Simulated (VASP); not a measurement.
LaAs, 2 atoms in the cell. Symmetry: Fm-3m, No. 225, cubic system. Conventional cell: a = 6.145 Å, b = 6.145 Å, c = 6.145 Å, α = 90.00°, β = 90.00°, γ = 90.00°. Within 4.0 Å of La (site symmetry m-3m) lie 6 As at 3.07 Å. Within 4.0 Å of As (site symmetry m-3m) lie 6 La at 3.07 Å.  This cell differs from its parent crystal: volume scaled by 1.01.

| Item | Value |
| --- | --- |
| Program | VASP 6.6.1 |
| Task | single point |
| Functional | PBEsol |
| Potentials or basis | VASP PAW PBE potentials, release 64 (La, As) |
| Cutoff | 520 eV |
| k mesh | 12 × 12 × 12 |
| Occupations | fermi-dirac, width 0.05 eV |
| Spin | no spin polarisation |
| Dipole correction | no |
| Further INCAR settings | ALGO = Normal; EDIFF = 1e-06; NBANDS = 15 |

Potentials or basis: VASP PAW PBE potentials, release 64 (La, As).

Command:

```console
$ cat potpaw_PBE.64/La/POTCAR potpaw_PBE.64/As/POTCAR > POTCAR
$ mpirun -np 1 vasp_std > vasp.out
```

Hardware: 1 thread of Intel(R) Xeon(R) Platinum 8488C (Sapphire Rapids) (shared host).

**Question.** How long does it take, and how much memory?

**Answer.** It took 44 s on 1 thread of Intel(R) Xeon(R) Platinum 8488C (Sapphire Rapids), on a shared host, peak memory 0.23 GiB. Counts: scf iterations 15, k points 72.
